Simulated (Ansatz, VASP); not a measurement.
Two plane-wave programs on ZnSe

POSCAR

```
ZnSe
1.0
    0.0000000000      2.6820191423      2.6820191423
    2.6820191423      0.0000000000      2.6820191423
    2.6820191423      2.6820191423      0.0000000000
Zn Se
1 1
Direct
    0.0000000000      0.0000000000      0.0000000000
    0.2500000000      0.2500000000      0.2500000000
```

The input INCAR.step1:

```
SYSTEM = ZnSe
  ALGO = Normal
  EDIFF = 1E-4
  ENCUT = 520
  GGA = PE
  ISMEAR = 0
  LASPH = .TRUE.
  LCHARG = .FALSE.
  LREAL = .FALSE.
  LWAVE = .TRUE.
  NBANDS = 16
  NELM = 100
  PREC = Accurate
  SIGMA = 0.01
```

File INCAR.step2:

```
SYSTEM = ZnSe
  ALGO = Normal
  EDIFF = 1E-7
  ENCUT = 520
  ISIF = 2
  ISMEAR = 0
  ISTART = 1
  LASPH = .TRUE.
  LCHARG = .FALSE.
  LMIXTAU = .TRUE.
  LREAL = .FALSE.
  LWAVE = .FALSE.
  METAGGA = R2SCAN
  NBANDS = 16
  NELM = 100
  PREC = Accurate
  SIGMA = 0.01
```

KPOINTS

```
k-points
0
G
  8 8 8
  0 0 0
```

Input for Ansatz:

```yaml
crystal:
  lattice:
    - [0.0, 2.6820191423, 2.6820191423]
    - [2.6820191423, 0.0, 2.6820191423]
    - [2.6820191423, 2.6820191423, 0.0]
  atoms:
    - { symbol: Zn, position: [0.0, 0.0, 0.0] }
    - { symbol: Se, position: [0.25, 0.25, 0.25] }
kpoints:
  mp_grid: { grid: [8, 8, 8] }
  band_path:
    path:
      - [0.0, 0.0, 0.0]
      - [-0.5, -0.5, 0.0]
      - [-0.375, -0.375, 0.25]
      - [-0.375, 0.0, 0.375]
      - [0.0, 0.0, 0.5]
      - [-0.5, -0.25, 0.25]
    npoints: 1
hamiltonian:
  xc: r2scan
scf:
  occupations: { method: fixed }
  n_extra_bands: 4
output:
  forces: true
  stress: true
  eigenvalues: true
```

Change from the starting cell: hydrostatic strain -5.3%.

Alike in both runs: task single point; functional r2SCAN; k mesh 8 × 8 × 8; no spin polarisation.

|  | VASP | Ansatz |
| --- | --- | --- |
| version | VASP 6.6.1 | Ansatz 0.2.0 |
| potentials or method | VASP PAW PBE potentials, release 64 (Zn, Se) | plane waves, PAW |
| plane-wave cutoff (eV) | 520 | 500 |
| occupations | gaussian, width 0.01 eV | fixed |
| valence electrons in the cell | 18 | 28 |

Ansatz gave:

```
gap on the k mesh at the Fermi level (eV) : 2.61
pressure (GPa)                            : 15.4
```

What did VASP give for the same quantities?

gap on the k mesh at the Fermi level (eV): 2.63; pressure (GPa): 15.6.

VASP's potentials were made for PBE, not for r2SCAN. VASP's potentials hold 18 valence electrons a cell and Ansatz's 28, so a difference there can come from the potentials and not from the codes.
